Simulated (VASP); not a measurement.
Crystal: IrRu2.

```
CELL_PARAMETERS angstrom
0.00000 2.70459 2.70459
2.70459 0.00000 2.70459
2.70459 2.70459 0.00000
ATOMIC_POSITIONS crystal
Ru 0.25000 0.25000 0.25000
Ru 0.75000 0.75000 0.75000
Ir 0.00000 0.00000 0.00000
```

| Property | Result |
| --- | --- |
| Program | VASP 6.6.1 |
| Task | relaxation of cell and atoms |
| Functional | PBE |
| Potentials or basis | VASP PAW PBE potentials, release 64 (Ru_pv, Ir) |
| Cutoff | 600 eV |
| k mesh | 6 × 6 × 6 |
| Occupations | gaussian, width 0.1 eV |
| Spin | no spin polarisation |

At the start: pressure 106.1 GPa; volume 13.19 Å³/atom.

Task: How do energy, volume and symmetry change on relaxing?

Result: Over 7 steps the energy falls by 962.4 meV/atom and the volume is 16.88 Å³/atom (+28.0 %); space group Fm-3m (No. 225, to 0.05 Å).

The path:
```
step  energy change (eV)  largest force (eV/Å)  pressure (GPa)  volume (Å³)
   1              0.0000                0.0000          106.13        39.57
   2              8.1560                0.0000          -22.82       113.65
   3              1.9909                0.0000          -33.89        79.25
   4             -1.6389                0.0000          -28.20        61.59
   5             -2.7959                0.0000            4.53        49.77
   6             -2.8844                0.0000           -2.01        51.04
   7             -2.8872                0.0000           -0.18        50.64
```

Final structure:
```yaml
crystal:
  lattice:
    - [0.00000, 2.93646, 2.93646]
    - [2.93646, 0.00000, 2.93646]
    - [2.93646, 2.93646, 0.00000]
  atoms:
    - { symbol: Ru, position: [0.25000, 0.25000, 0.25000] }
    - { symbol: Ru, position: [0.75000, 0.75000, 0.75000] }
    - { symbol: Ir, position: [0.00000, 0.00000, 0.00000] }
```

Caveat: the volume moved by over 15 % at a fixed basis, so the end points are rough.
